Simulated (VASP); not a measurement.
# MnO (Manganosite) (Fm-3m) in VASP: further runs

The runs below take MnO (Manganosite) through single point, with r2SCAN.

Everything below comes from runs of VASP 6.6.1. Logs are shortened: lines on timing, memory, paths and dates and some standing lists are left out, and cuts for length are marked.

## (1) The cell of the first run

It takes space group Fm-3m (No. 225, cubic). Conventional cell: a = 4.446 Å, b = 4.446 Å, c = 4.446 Å, α = 90.00°, β = 90.00°, γ = 90.00°. Mn (site symmetry m-3m) has 6 O at 2.22 Å within 2.9 Å. O (site symmetry m-3m) has 6 Mn at 2.22 Å within 2.9 Å.

## (2) Single point, r2SCAN, collinear spin, ferromagnetic start

The input, POSCAR:

```
MnO
1.0
    0.0000000000      2.2230000000      2.2230000000
    2.2230000000      0.0000000000      2.2230000000
    2.2230000000      2.2230000000      0.0000000000
Mn O
1 1
Direct
    0.0000000000      0.0000000000      0.0000000000
    0.5000000000      0.5000000000      0.5000000000
```

The input, INCAR.step1:

```
PREC = Accurate
ENCUT = 520
ISMEAR = 0
SIGMA = 0.1
LREAL = False
LASPH = True
NELM = 150
ISPIN = 2
MAGMOM = 4 0
LMAXMIX = 4
NBANDS = 20
GGA = PE
ALGO = Normal
EDIFF = 1E-4
LWAVE = True
LCHARG = False
```

The input, INCAR.step2:

```
PREC = Accurate
ENCUT = 520
EDIFF = 1E-6
ISMEAR = 0
SIGMA = 0.1
LREAL = False
LASPH = True
NELM = 150
ALGO = Normal
ISIF = 2
LWAVE = False
LCHARG = True
ISPIN = 2
MAGMOM = 4 0
LORBIT = 11
LMAXMIX = 4
METAGGA = R2SCAN
LMIXTAU = True
LELF = True
LVHAR = True
NBANDS = 20
ISTART = 1
```

The input, KPOINTS:

```
Automatic mesh
0
Gamma
  8 8 8
```

Potentials or basis: VASP PAW PBE potentials, release 64 (Mn_pv, O).

Run with:

```bash
cat potpaw_PBE.64/Mn_pv/POTCAR potpaw_PBE.64/O/POTCAR > POTCAR
cp INCAR.step1 INCAR
mpirun -np 1 vasp_std > vasp.out
cp INCAR.step2 INCAR
mpirun -np 1 vasp_std > vasp.out
```

OUTCAR:

```text
PREC = Accurate
   ENCUT = 520
   EDIFF = 1E-6
   ISMEAR = 0
   LREAL = False
   LASPH = True
   NELM = 150
   ISIF = 2
   ISPIN = 2
   LORBIT = 11
   METAGGA = R2SCAN
   ISTART = 1

 ion  position               nearest neighbor table
   1  0.000  0.000  0.000-   2 2.22   2 2.22   2 2.22   2 2.22   2 2.22   2 2.22
   2  0.500  0.500  0.500-   1 2.22   1 2.22   1 2.22   1 2.22   1 2.22   1 2.22

  LATTYP: Found a face centered cubic cell.
 ALAT       =     4.4460000000

  Lattice vectors:

 A1 = (   0.0000000000,   2.2230000000,   2.2230000000)
 A2 = (   2.2230000000,   0.0000000000,   2.2230000000)
 A3 = (   2.2230000000,   2.2230000000,   0.0000000000)

Analysis of symmetry for initial positions (statically):
=====================================================================
 Subroutine PRICEL returns:
 Original cell was already a primitive cell.

 Routine SETGRP: Setting up the symmetry group for a
 face centered cubic supercell.

 Subroutine GETGRP returns: Found 48 space group operations
 (whereof 48 operations were pure point group operations)
 out of a pool of 48 trial point group operations.

The static configuration has the point symmetry O_h .

Analysis of symmetry for dynamics (positions and initial velocities):
=====================================================================
 Subroutine PRICEL returns:
 Original cell was already a primitive cell.

 Routine SETGRP: Setting up the symmetry group for a
 face centered cubic supercell.

 Subroutine GETGRP returns: Found 48 space group operations
 (whereof 48 operations were pure point group operations)
 out of a pool of 48 trial point group operations.

The dynamic configuration has the point symmetry O_h .

Analysis of structural, dynamic, and magnetic symmetry:
=====================================================================
 Subroutine PRICEL returns:
 Original cell was already a primitive cell.

 Routine SETGRP: Setting up the symmetry group for a
 face centered cubic supercell.

 Subroutine GETGRP returns: Found 48 space group operations
 (whereof 48 operations were pure point group operations)
 out of a pool of 48 trial point group operations.

The overall configuration has the point symmetry O_h .

 Subroutine INISYM returns: Found 48 space group operations
 (whereof 48 operations are pure point group operations),
 and found     1 'primitive' translations

----------------------------------------------------------------------------------------

                                     Primitive cell

  volume of cell :      21.9709

  direct lattice vectors                    reciprocal lattice vectors
     0.000000000  2.223000000  2.223000000    -0.224921278  0.224921278  0.224921278
     2.223000000  0.000000000  2.223000000     0.224921278 -0.224921278  0.224921278
     2.223000000  2.223000000  0.000000000     0.224921278  0.224921278 -0.224921278

  length of vectors
     3.143796749  3.143796749  3.143796749     0.389575080  0.389575080  0.389575080

  position of ions in fractional coordinates (direct lattice)
     0.000000000  0.000000000  0.000000000
     0.500000000  0.500000000  0.500000000

  ion indices of the primitive-cell ions
   primitive index   ion index
                 1           1
                 2           2

----------------------------------------------------------------------------------------

 KPOINTS: Automatic mesh

Automatic generation of k-mesh.
 Grid dimensions read from file:
 generate k-points for:    8    8    8

 Generating k-lattice:

  Cartesian coordinates                     Fractional coordinates (reciprocal lattice)
    -0.028115160  0.028115160  0.028115160     0.125000000  0.000000000  0.000000000
     0.028115160 -0.028115160  0.028115160     0.000000000  0.125000000  0.000000000
     0.028115160  0.028115160 -0.028115160     0.000000000  0.000000000  0.125000000

  Length of vectors
     0.048696885  0.048696885  0.048696885

  Shift w.r.t. Gamma in fractional coordinates (k-lattice)
     0.000000000  0.000000000  0.000000000

 Subroutine IBZKPT returns following result:
 ===========================================

 Found     29 irreducible k-points:

 Following reciprocal coordinates:
            Coordinates               Weight
  0.000000  0.000000  0.000000      1.000000
  0.125000  0.000000  0.000000      8.000000
  0.250000  0.000000  0.000000      8.000000
  0.375000  0.000000  0.000000      8.000000
  0.500000  0.000000  0.000000      4.000000
  0.125000  0.125000  0.000000      6.000000
[... 16 lines left out ...]
  0.500000  0.250000  0.125000     48.000000
 -0.375000  0.250000  0.125000     24.000000
 [... further k-points ...]
   k-points           NKPTS =     29   k-points in BZ     NKDIM =     29   number of bands    NBANDS=     20
   number of dos      NEDOS =    301   number of ions     NIONS =      2
   total plane-waves  NPLWV =  13824
   dimension x,y,z NGX =    24 NGY =   24 NGZ =   24
   dimension x,y,z NGXF=    48 NGYF=   48 NGZF=   48
   ions per type =               1   1
   NGX,Y,Z   is equivalent  to a cutoff of  12.69, 12.69, 12.69 a.u.
   NGXF,Y,Z  is equivalent  to a cutoff of  25.38, 25.38, 25.38 a.u.
 SYSTEM =  unknown system
   PREC   = accura    normal or accurate (medium, high low for compatibility)
   ISTART =      1    job   : 0-new  1-cont  2-samecut
   ICHARG =      0    charge: 1-file 2-atom 10-const
   ISPIN  =      2    spin polarized calculation?
   LNONCOLLINEAR =      F non collinear calculations
   LSORBIT =      F    spin-orbit coupling
   LASPH  =      T    aspherical Exc in radial PAW
   ENCUT  =  520.0 eV  38.22 Ry    6.18 a.u.   5.85  5.85  5.85*2*pi/ulx,y,z
   NELM   =    150;   NELMIN=  2; NELMDL=  0     # of ELM steps
   EDIFF  = 0.1E-05   stopping-criterion for ELM
   LREAL  =      F    real-space projection
   EDIFFG = 0.1E-04   stopping-criterion for IOM
   NSW    =      0    number of steps for IOM
   IBRION =     -1    ionic relax: 0-MD 1-quasi-New 2-CG
   NFREE  =      0    steps in history (QN), initial steepest desc. (CG)
   ISIF   =      2    stress and relaxation
   ISYM   =      2    0-nonsym 1-usesym 2-fastsym
   POTIM  = 0.5000    time-step for ionic-motion
   TEBEG  =    0.0;   TEEND  =   0.0 temperature during run
   PSTRESS=    0.0 pullay stress
   NELECT =      19.0000    total number of electrons
   NUPDOWN=      -1.0000    fix difference up-down
   EMIN   =  10.00;   EMAX   =-10.00  energy-range for DOS
   EFERMI =   0.00;   METHOD = LEGACY
   ISMEAR =     0;   SIGMA  =   0.10  broadening in eV -4-tet -1-fermi 0-gaus
   EFERMI_NEDOS =   21; number of points for ismear=-14 and -15
   IALGO  =     38    algorithm
   IMIX   =      4    mixing-type and parameters
     AMIX     =   0.40;   BMIX     =  1.00
     AMIX_MAG =   1.60;   BMIX_MAG =  1.00
  volume/ion in A,a.u.               =      10.99        74.13
  Fermi-wavevector in a.u.,A,eV,Ry     =   1.559708  2.947420 33.098734  2.432688
  Thomas-Fermi vector in A             =   2.663027
   LORBIT       =     11    0 simple, 1 ext, 2 COOP (PROOUT), +10 PAW based schemes
   METAGGA = R2SCAN    functional components
   LHFCALC =     F    Hartree Fock is set to
   AEXX    =    0.0000 exact exchange contribution
   IVDW    =     0    specifies the selected vdW correction
   LEPSILON=     F    determine dielectric tensor
   LRPA    =     F    only Hartree local field effects (RPA)
 spin polarized calculation
 Gauss-broadening in eV      SIGMA  =   0.10
  energy-cutoff  :      520.00
  volume of cell :       21.97
 maximum number of plane-waves:       609
   NGX = 11   NGY = 11   NGZ = 11

 number of electron      18.9999991 magnetization       4.9981669

 Free energy of the ion-electron system (eV)
  ---------------------------------------------------
  ext. energy  EPLUGINS =         0.00000000
  ---------------------------------------------------
  free energy    TOTEN  =       -24.48600311 eV

  energy without entropy =      -24.48547495  energy(sigma->0) =      -24.48573903

 E-fermi :   7.4093     XC(G=0): -12.5343

 val. band max:        7.3125506701   @ k =   0.5000   0.0000   0.0000
 cond. band min:       7.4802848086   @ k =   0.5000   0.5000   0.0000
 fundamental gap:      0.1677341384
 Fermi energy:         7.4092642629

 spin component 1

 k-point     1 :       0.0000    0.0000    0.0000
  band No.  band energies     occupation
      1     -45.2495      1.00000
      2     -45.2495      1.00000
      3     -45.2494      1.00000
      4     -13.9222      1.00000
      5       3.4946      1.00000
      6       3.4946      1.00000
[... 12 lines left out ...]
     19      27.9665      0.00000
     20      27.9665      0.00000

 k-point     2 :       0.1250    0.0000    0.0000
  band No.  band energies     occupation
      1     -45.2583      1.00000
      2     -45.2506      1.00000
      3     -45.2505      1.00000
      4     -13.7963      1.00000
      5       2.2652      1.00000
      6       2.6500      1.00000
[... 12 lines left out ...]
     19      27.1338      0.00000
     20      29.5390      0.00000

 k-point     3 :       0.2500    0.0000    0.0000
  band No.  band energies     occupation
      1     -45.2796      1.00000
      2     -45.2533      1.00000
      3     -45.2532      1.00000
      4     -13.4782      1.00000
      5       0.6338      1.00000
      6       1.7576      1.00000
[... 12 lines left out ...]
     19      27.5197      0.00000
     20      31.6363      0.00000

 k-point     4 :       0.3750    0.0000    0.0000
  band No.  band energies     occupation
      1     -45.3009      1.00000
      2     -45.2561      1.00000
      3     -45.2560      1.00000
      4     -13.1340      1.00000
      5      -0.5952      1.00000
      6       1.1733      1.00000
[... 429 lines left out ...]
 k-point    23 :       0.5000    0.2500    0.1250
  band No.  band energies     occupation
      1     -45.2959      1.00000
      2     -45.2706      1.00000
      3     -45.2604      1.00000
      4     -13.0635      1.00000
      5      -0.2367      1.00000
      6       1.1093      1.00000
[... 12 lines left out ...]
     19      30.9953      0.00000
     20      32.0513      0.00000

 k-point    24 :      -0.3750    0.2500    0.1250
  band No.  band energies     occupation
      1     -45.3010      1.00000
      2     -45.2723      1.00000
      3     -45.2623      1.00000
      4     -12.9632      1.00000
      5      -0.3795      1.00000
      6       0.8971      1.00000
[... 12 lines left out ...]
     19      31.4792      0.00000
     20      32.5024      0.00000

 [... further k-points ...]

 spin component 2

 k-point     1 :       0.0000    0.0000    0.0000
  band No.  band energies     occupation
      1     -38.8716      1.00000
      2     -38.8716      1.00000
      3     -38.8714      1.00000
      4     -13.3955      1.00000
      5       4.0628      1.00000
      6       4.0628      1.00000
[... 12 lines left out ...]
     19      31.1303      0.00000
     20      31.1303      0.00000

 k-point     2 :       0.1250    0.0000    0.0000
  band No.  band energies     occupation
      1     -38.8844      1.00000
      2     -38.8730      1.00000
      3     -38.8729      1.00000
      4     -13.2658      1.00000
      5       3.1966      1.00000
      6       3.7922      1.00000
[... 12 lines left out ...]
     19      29.5689      0.00000
     20      32.2518      0.00000

 k-point     3 :       0.2500    0.0000    0.0000
  band No.  band energies     occupation
      1     -38.9150      1.00000
      2     -38.8764      1.00000
      3     -38.8763      1.00000
      4     -12.9388      1.00000
      5       1.6645      1.00000
      6       3.2411      1.00000
[... 12 lines left out ...]
     19      29.4559      0.00000
     20      34.1899      0.00000

 k-point     4 :       0.3750    0.0000    0.0000
  band No.  band energies     occupation
      1     -38.9455      1.00000
      2     -38.8798      1.00000
      3     -38.8797      1.00000
      4     -12.5854      1.00000
      5       0.4455      1.00000
      6       2.7832      1.00000
[... 429 lines left out ...]
 k-point    23 :       0.5000    0.2500    0.1250
  band No.  band energies     occupation
      1     -38.9375      1.00000
      2     -38.9003      1.00000
      3     -38.8859      1.00000
      4     -12.5043      1.00000
      5       0.7790      1.00000
      6       2.3770      1.00000
[... 12 lines left out ...]
     19      32.7888      0.00000
     20      35.0314      0.00000

 k-point    24 :      -0.3750    0.2500    0.1250
  band No.  band energies     occupation
      1     -38.9447      1.00000
      2     -38.9025      1.00000
      3     -38.8886      1.00000
      4     -12.3995      1.00000
      5       0.6082      1.00000
      6       2.1138      1.00000
[... 12 lines left out ...]
     19      33.8109      0.00000
     20      33.8969      0.00000

 [... further k-points ...]
[... 5 lines left out ...]
  --------------------------------------------------------------------------------------
  -------------------------------------------------------------------------------------
  Total        0.0912694      0.0912694      0.0912694      0.0000000      0.0000000     -0.0000000
  in kB        6.6556041      6.6556041      6.6556041      0.0000000      0.0000000     -0.0000000
  external PRESSURE =       6.6556041 kB  Pullay stress =       0.0000000 kB

 VOLUME and BASIS-vectors are now :
 -----------------------------------------------------------------------------
  energy-cutoff  :      520.00
  volume of cell :       21.97
      direct lattice vectors                 reciprocal lattice vectors
     0.000000000  2.223000000  2.223000000    -0.224921278  0.224921278  0.224921278
     2.223000000  0.000000000  2.223000000     0.224921278 -0.224921278  0.224921278
     2.223000000  2.223000000  0.000000000     0.224921278  0.224921278 -0.224921278

 POSITION                                       TOTAL-FORCE (eV/Angst)
 -----------------------------------------------------------------------------------
      0.00000      0.00000      0.00000         0.000000      0.000000     -0.000000
      2.22300      2.22300      2.22300         0.000000      0.000000      0.000000
 -----------------------------------------------------------------------------------
    total drift:                                0.000000     -0.000000     -0.000000

  FREE ENERGIE OF THE ION-ELECTRON SYSTEM (eV)
  ---------------------------------------------------
  free  energy   TOTEN  =       -24.4860031137 eV

  energy  without entropy=      -24.4854749502  energy(sigma->0) =      -24.48573903

 total charge

# of ion       s       p       d       tot
------------------------------------------
    1        0.208   6.171   4.961  11.341
    2        1.559   3.470   0.000   5.029
--------------------------------------------------
tot          1.767   9.641   4.961  16.370

 magnetization (x)

# of ion       s       p       d       tot
------------------------------------------
    1        0.029   0.022   4.491   4.542
    2        0.032   0.201   0.000   0.233
--------------------------------------------------
tot          0.061   0.223   4.491   4.775
```

It took 53 s on 1 thread of AMD EPYC 9R45 (Zen 5), shared host; peak memory 0.13 GiB.

Results:

```
Free energy                                           : -24.4860 eV
Pressure                                              : 0.7 GPa
Band gap on the k mesh                                : zero (filled and empty bands overlap)
Net moment                                            : 5.00 μB per cell
Site moments                                          : Mn +4.54; O +0.23 μB
Valence electrons inside the program's atomic spheres : Mn 11.34; O 5.03
```

Levels at points of the mesh, in eV from the Fermi level:
Spin up:
```csv
k point,band 8,band 9,band 10,band 11,band 12,band 13,band 14,band 15,band 16,band 17
"(0.00, 0.00, 0.00)",-3.64,-3.64,-3.64,-3.15,-3.15,-0.18,14.63,16.94,16.94,16.94
"(0.50, 0.00, 0.00)",-2.79,-2.79,-2.28,-0.10,-0.10,3.97,8.30,12.53,12.53,19.16
"(0.50, 0.50, 0.00)",-4.57,-2.75,-2.54,-2.54,-2.39,5.46,8.48,10.83,14.48,14.48
```
Spin down:
```
           k point  band 5  band 6  band 7  band 8  band 9  band 10
(0.00, 0.00, 0.00)   -3.35   -3.35   -3.35    1.59    1.81     1.81
(0.50, 0.00, 0.00)   -7.42   -4.80   -4.80    3.06    3.17     3.17
(0.50, 0.50, 0.00)   -6.52   -4.38   -4.38    0.07    3.14     3.33
```

Caveat: the PAW data sets were made with another functional, which shifts forces and pressure a little; a cell with one magnetic atom can't hold antiferromagnetic order, which such compounds often take; semilocal functionals often make such compounds metallic where correlation or magnetic order opens a gap, which also shifts bond lengths.

(Part 1 of 2 ends here.)
